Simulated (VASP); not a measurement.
# Si in VASP: notebook

The runs below take Si through single point, with PBE.

Everything below comes from runs of VASP 6.6.1. Logs are shortened: lines on timing, memory, paths and dates and some standing lists are left out, and cuts for length are marked.

## Step 1: The cell of the first run

Symmetry: P6/mmm, No. 191, hexagonal system. The conventional cell has a = 2.527 Å, b = 2.527 Å, c = 2.373 Å, α = 90.00°, β = 90.00°, γ = 120.00°. Si (site symmetry 6/mmm) has 8 Si at 2.37 to 2.53 Å within 3.1 Å.

This isn't the form of Si at room conditions, which is diamond.

## Step 2: Single point, PBE

INCAR reads:

```
SYSTEM = Si
PREC     = Accurate       ! precision mode
ENCUT    = 520            ! plane-wave cutoff, eV
EDIFF    = 1E-7           ! SCF threshold, eV
ISMEAR   = 0              ! smearing method
SIGMA    = 0.15           ! smearing width, eV
LREAL    = .False.        ! projectors in reciprocal space
LASPH    = .True.         ! aspherical terms in the spheres
NELM     = 100            ! most SCF steps
ALGO     = Normal         ! electronic algorithm
ISIF     = 2              ! what is computed and relaxed
LWAVE    = .False.        ! write WAVECAR
LCHARG   = .True.         ! write CHGCAR
GGA      = PE             ! functional
LELF     = .True.         ! ELF
LVHAR    = .True.       
NBANDS   = 8              ! bands
```

KPOINTS reads:

```
Automatic mesh
0
Gamma
  16 16 14
  0 0 0
```

POSCAR reads:

```
Si
1.0
    2.5270000000      0.0000000000      0.0000000000
   -1.2635000000      2.1884460000      0.0000000000
    0.0000000000      0.0000000000      2.3730000000
Si
1
Direct
    0.0000000000      0.0000000000      0.0000000000
```

Potentials or basis: VASP PAW PBE potentials, release 64 (Si).

Launch:

```sh
cat potpaw_PBE.64/Si/POTCAR > POTCAR
mpirun -np 1 vasp_std > vasp.out
```

OUTCAR:

```text
SYSTEM = Si
   PREC = Accurate
   ENCUT = 520
   EDIFF = 1E-7
   ISMEAR = 0
   LREAL = .False.
   LASPH = .True.
   NELM = 100
   ISIF = 2
   GGA = PE

 ion  position               nearest neighbor table
   1  0.000  0.000  0.000-

  LATTYP: Found a hexagonal cell.
 ALAT       =     2.5270000000
 C/A-ratio  =     0.9390581717

  Lattice vectors:

 A1 = (   2.5270000000,   0.0000000000,   0.0000000000)
 A2 = (  -1.2635000000,   2.1884460000,   0.0000000000)
 A3 = (   0.0000000000,   0.0000000000,   2.3730000000)

Analysis of symmetry for initial positions (statically):
=====================================================================
 Subroutine PRICEL returns:
 Original cell was already a primitive cell.

 Routine SETGRP: Setting up the symmetry group for a
 hexagonal supercell.

 Subroutine GETGRP returns: Found 24 space group operations
 (whereof 24 operations were pure point group operations)
 out of a pool of 24 trial point group operations.

The static configuration has the point symmetry D_6h.

Analysis of symmetry for dynamics (positions and initial velocities):
=====================================================================
 Subroutine PRICEL returns:
 Original cell was already a primitive cell.

 Routine SETGRP: Setting up the symmetry group for a
 hexagonal supercell.

 Subroutine GETGRP returns: Found 24 space group operations
 (whereof 24 operations were pure point group operations)
 out of a pool of 24 trial point group operations.

The dynamic configuration has the point symmetry D_6h.

 Subroutine INISYM returns: Found 24 space group operations
 (whereof 24 operations are pure point group operations),
 and found     1 'primitive' translations

----------------------------------------------------------------------------------------

                                     Primitive cell

  volume of cell :      13.1232

  direct lattice vectors                    reciprocal lattice vectors
     2.527000000  0.000000000  0.000000000     0.395726157  0.228472624  0.000000000
    -1.263500000  2.188446000  0.000000000     0.000000000  0.456945248  0.000000000
     0.000000000  0.000000000  2.373000000     0.000000000  0.000000000  0.421407501

  length of vectors
     2.527000000  2.526999831  2.373000000     0.456945217  0.456945248  0.421407501

  position of ions in fractional coordinates (direct lattice)
     0.000000000  0.000000000  0.000000000

  ion indices of the primitive-cell ions
   primitive index   ion index
                 1           1

----------------------------------------------------------------------------------------

 KPOINTS: Automatic mesh

Automatic generation of k-mesh.
 Grid dimensions read from file:
 generate k-points for:   16   16   14

 Generating k-lattice:

  Cartesian coordinates                     Fractional coordinates (reciprocal lattice)
     0.024732885  0.014279539  0.000000000     0.062500000  0.000000000  0.000000000
     0.000000000  0.028559078  0.000000000     0.000000000  0.062500000  0.000000000
     0.000000000  0.000000000  0.030100536     0.000000000  0.000000000  0.071428571

  Length of vectors
     0.028559076  0.028559078  0.030100536

  Shift w.r.t. Gamma in fractional coordinates (k-lattice)
     0.000000000  0.000000000  0.000000000

 Subroutine IBZKPT returns following result:
 ===========================================

 Found    240 irreducible k-points:

 Following reciprocal coordinates:
            Coordinates               Weight
  0.000000  0.000000  0.000000      1.000000
  0.062500  0.000000  0.000000      6.000000
  0.125000  0.000000  0.000000      6.000000
  0.187500  0.000000  0.000000      6.000000
  0.250000  0.000000  0.000000      6.000000
  0.312500  0.000000  0.000000      6.000000
[... 16 lines left out ...]
  0.187500  0.187500  0.000000      6.000000
  0.250000  0.187500  0.000000     12.000000
 [... further k-points ...]
   k-points           NKPTS =    240   k-points in BZ     NKDIM =    240   number of bands    NBANDS=      8
   number of dos      NEDOS =    301   number of ions     NIONS =      1
   total plane-waves  NPLWV =   7200
   dimension x,y,z NGX =    20 NGY =   20 NGZ =   18
   dimension x,y,z NGXF=    40 NGYF=   40 NGZF=   36
   ions per type =               1
   NGX,Y,Z   is equivalent  to a cutoff of  13.16, 13.16, 12.61 a.u.
   NGXF,Y,Z  is equivalent  to a cutoff of  26.32, 26.32, 25.22 a.u.
 SYSTEM =  Si
   PREC   = accura    normal or accurate (medium, high low for compatibility)
   ISTART =      0    job   : 0-new  1-cont  2-samecut
   ICHARG =      2    charge: 1-file 2-atom 10-const
   ISPIN  =      1    spin polarized calculation?
   LNONCOLLINEAR =      F non collinear calculations
   LSORBIT =      F    spin-orbit coupling
   LASPH  =      T    aspherical Exc in radial PAW
   ENCUT  =  520.0 eV  38.22 Ry    6.18 a.u.   4.70  4.70  4.41*2*pi/ulx,y,z
   NELM   =    100;   NELMIN=  2; NELMDL= -5     # of ELM steps
   EDIFF  = 0.1E-06   stopping-criterion for ELM
   LREAL  =      F    real-space projection
   EDIFFG = 0.1E-05   stopping-criterion for IOM
   NSW    =      0    number of steps for IOM
   IBRION =     -1    ionic relax: 0-MD 1-quasi-New 2-CG
   NFREE  =      0    steps in history (QN), initial steepest desc. (CG)
   ISIF   =      2    stress and relaxation
   ISYM   =      2    0-nonsym 1-usesym 2-fastsym
   POTIM  = 0.5000    time-step for ionic-motion
   TEBEG  =    0.0;   TEEND  =   0.0 temperature during run
   PSTRESS=    0.0 pullay stress
   NELECT =       4.0000    total number of electrons
   NUPDOWN=      -1.0000    fix difference up-down
   EMIN   =  10.00;   EMAX   =-10.00  energy-range for DOS
   EFERMI =   0.00;   METHOD = LEGACY
   ISMEAR =     0;   SIGMA  =   0.15  broadening in eV -4-tet -1-fermi 0-gaus
   EFERMI_NEDOS =   21; number of points for ismear=-14 and -15
   IALGO  =     38    algorithm
   IMIX   =      4    mixing-type and parameters
     AMIX     =   0.40;   BMIX     =  1.00
     AMIX_MAG =   1.60;   BMIX_MAG =  1.00
  volume/ion in A,a.u.               =      13.12        88.56
  Fermi-wavevector in a.u.,A,eV,Ry     =   1.101747  2.082000 16.515385  1.213847
  Thomas-Fermi vector in A             =   2.238179
   LORBIT       =      0    0 simple, 1 ext, 2 COOP (PROOUT), +10 PAW based schemes
   GGA     = PE    functional components
   LHFCALC =     F    Hartree Fock is set to
   AEXX    =    0.0000 exact exchange contribution
   IVDW    =     0    specifies the selected vdW correction
   LEPSILON=     F    determine dielectric tensor
   LRPA    =     F    only Hartree local field effects (RPA)
 non-spin polarized calculation
 Gauss-broadening in eV      SIGMA  =   0.15
  energy-cutoff  :      520.00
  volume of cell :       13.12
 maximum number of plane-waves:       369
 NGX is ok and might be reduce to    20
   NGX =  9   NGY =  9   NGZ =  9

 number of electron       4.0000000 magnetization

 Free energy of the ion-electron system (eV)
  ---------------------------------------------------
  ext. energy  EPLUGINS =         0.00000000
  ---------------------------------------------------
  free energy    TOTEN  =        -5.00522087 eV

  energy without entropy =       -5.00106603  energy(sigma->0) =       -5.00314345

 E-fermi :  11.2181     XC(G=0): -11.5262

 val. band max:       11.2001723945   @ k =   0.3750   0.1250   0.5000
 cond. band min:      11.2384930323   @ k =   0.2500   0.1875   0.0714
 fundamental gap:      0.0383206378
 Fermi energy:        11.2180595626

 k-point     1 :       0.0000    0.0000    0.0000
  band No.  band energies     occupation
      1      -3.9706      2.00000
      2      18.7990      0.00000
      3      20.1017      0.00000
      4      22.8006      0.00000
      5      22.8006      0.00000
      6      23.9109      0.00000
      7      23.9109      0.00000
      8      29.5258      0.00000

 k-point     2 :       0.0625    0.0000    0.0000
  band No.  band energies     occupation
      1      -3.8523      2.00000
      2      18.4641      0.00000
      3      20.2002      0.00000
      4      21.5107      0.00000
      5      21.7457      0.00000
      6      24.2908      0.00000
      7      25.1684      0.00000
      8      30.7984      0.00000

 k-point     3 :       0.1250    0.0000    0.0000
  band No.  band energies     occupation
      1      -3.4979      2.00000
      2      17.0597      0.00000
      3      20.1474      0.00000
      4      20.4772      0.00000
      5      20.4956      0.00000
      6      24.4746      0.00000
      7      27.0425      0.00000
      8      33.1776      0.00000

 k-point     4 :       0.1875    0.0000    0.0000
  band No.  band energies     occupation
      1      -2.9089      2.00000
      2      14.7333      0.00000
      3      19.3828      0.00000
      4      19.4518      0.00000
      5      20.9873      0.00000
      6      24.7439      0.00000
      7      29.1380      0.00000
      8      34.6597      0.00000

 k-point     5 :       0.2500    0.0000    0.0000
  band No.  band energies     occupation
      1      -2.0875      2.00000
      2      12.2199      0.00000
      3      18.4838      0.00000
      4      18.9289      0.00000
      5      21.6739      0.00000
      6      25.3014      0.00000
      7      31.4162      0.00000
      8      33.8132      0.00000
[... 177 lines left out ...]
 k-point    22 :       0.4375    0.1250    0.0000
  band No.  band energies     occupation
      1       3.5946      2.00000
      2       3.9860      2.00000
      3      12.6166      0.00000
      4      22.2898      0.00000
      5      25.9705      0.00000
      6      27.4553      0.00000
      7      30.0142      0.00000
      8      31.5478      0.00000

 k-point    23 :       0.1875    0.1875    0.0000
  band No.  band energies     occupation
      1      -0.8045      2.00000
      2      11.4552      0.02536
      3      12.0231      0.00000
      4      22.7461      0.00000
      5      23.3929      0.00000
      6      27.0843      0.00000
      7      30.3539      0.00000
      8      32.6007      0.00000

 k-point    24 :       0.2500    0.1875    0.0000
  band No.  band energies     occupation
      1       0.3536      2.00000
      2       9.3354      2.00000
      3      11.1324      1.58058
      4      23.7084      0.00000
      5      24.1344      0.00000
      6      27.9113      0.00000
      7      31.1847      0.00000
      8      31.6933      0.00000

 [... further k-points ...]
[... 5 lines left out ...]
  --------------------------------------------------------------------------------------
  -------------------------------------------------------------------------------------
  Total        1.7205035      1.7205032      1.6330894      0.0000000     -0.0000000      0.0000000
  in kB      210.0522483    210.0522108    199.3800662      0.0000000     -0.0000000      0.0000000
  external PRESSURE =     206.4948418 kB  Pullay stress =       0.0000000 kB

 VOLUME and BASIS-vectors are now :
 -----------------------------------------------------------------------------
  energy-cutoff  :      520.00
  volume of cell :       13.12
      direct lattice vectors                 reciprocal lattice vectors
     2.527000000  0.000000000  0.000000000     0.395726157  0.228472624  0.000000000
    -1.263500000  2.188446000  0.000000000     0.000000000  0.456945248  0.000000000
     0.000000000  0.000000000  2.373000000     0.000000000  0.000000000  0.421407501

 POSITION                                       TOTAL-FORCE (eV/Angst)
 -----------------------------------------------------------------------------------
      0.00000      0.00000      0.00000        -0.000000      0.000000      0.000000
 -----------------------------------------------------------------------------------
    total drift:                                0.000000     -0.000000      0.000000

  FREE ENERGIE OF THE ION-ELECTRON SYSTEM (eV)
  ---------------------------------------------------
  free  energy   TOTEN  =        -5.0052208726 eV

  energy  without entropy=       -5.0010660320  energy(sigma->0) =       -5.00314345
```

Wall time 21 s (1 thread of Intel Xeon Platinum 8488C (Sapphire Rapids), shared host); peak memory 0.13 GiB.

What came out:

| Quantity | Value |
| --- | --- |
| Free energy | -5.0052 eV |
| Pressure | 20.6 GPa |
| Band gap on the k mesh | zero (bands 2 and 3 overlap by 12.13 eV) |

Stress tensor (GPa, compression positive):
```
21.01  0.00  0.00
 0.00 21.01  0.00
 0.00  0.00 19.94
```

Levels at points of the mesh, in eV from the Fermi level:
```tsv
k point	band 1	band 2	band 3	band 4	band 5	band 6
(0.00, 0.00, 0.00)	-15.19	7.58	8.88	11.58	11.58	12.69
(0.50, 0.00, 0.00)	-7.97	-7.57	5.67	6.57	14.52	15.90
(0.00, 0.00, 0.50)	-9.68	-8.03	15.74	15.74	15.88	15.88
(0.50, 0.00, 0.50)	-3.20	-2.34	-1.50	0.95	9.91	12.84
```

Caveat: the cell stands under pressure.

## Step 3: Single point, PBE

INCAR reads:

```
SYSTEM = Si
ALGO = Normal ; EDIFF = 1E-6
ENCUT = 520 ; GGA = PE
ISIF = 2 ; ISMEAR = 0
LASPH = .True. ; LCHARG = .False.
LREAL = .False. ; LWAVE = .False.
NBANDS = 8 ; NELM = 100
PREC = Accurate ; SIGMA = 0.15
```

KPOINTS reads:

```
k-points
0
Gamma
  16 16 14
  0 0 0
```

POSCAR reads:

```
Si
1.0
    2.5270000000     -0.0252700000     -0.0252700000
   -1.2853844600      2.2010810000     -0.0092494600
   -0.0237300000     -0.0237300000      2.3730000000
Si
1
Direct
    0.0000000000      0.0000000000      0.0000000000
```

Potentials or basis: VASP PAW PBE potentials, release 64 (Si).

Launch:

```sh
cat potpaw_PBE.64/Si/POTCAR > POTCAR
mpirun -np 1 vasp_std > vasp.out
```

It took 84 s on 1 thread of Intel Xeon Platinum 8488C (Sapphire Rapids), shared host; peak memory 0.25 GiB.

Results (log left out):

```
Free energy            : -5.0011 eV
Pressure               : 20.7 GPa
Band gap on the k mesh : zero (bands 2 and 3 overlap by 12.13 eV)
```

Stress tensor (GPa, compression positive):
```
20.71  0.36  1.93
 0.36 21.14  1.92
 1.93  1.92 20.29
```

Levels at points of the mesh, in eV from the Fermi level:
```
           k point  band 1  band 2  band 3  band 4  band 5
(0.00, 0.00, 0.00)  -15.20    7.58    8.88   11.32   11.82
(0.50, 0.00, 0.00)   -7.79   -7.51    5.27    6.32   14.56
(0.00, 0.50, 0.00)   -7.98   -7.58    5.67    6.57   14.46
(0.50, 0.50, 0.00)   -8.16   -7.64    6.06    6.81   14.36
(0.00, 0.00, 0.50)   -9.68   -8.04   15.33   15.59   16.04
(0.50, 0.00, 0.50)   -3.26   -2.09   -1.35    1.07    9.51
(0.00, 0.50, 0.50)   -3.28   -2.28   -1.53    0.97    9.88
(0.50, 0.50, 0.50)   -3.28   -2.48   -1.72    0.88   10.25
```

Caveat: the cell stands under pressure.

(Part 1 of 2 ends here.)

The gap in the log of VASP goes by the Fermi energy; the results here count the filled bands.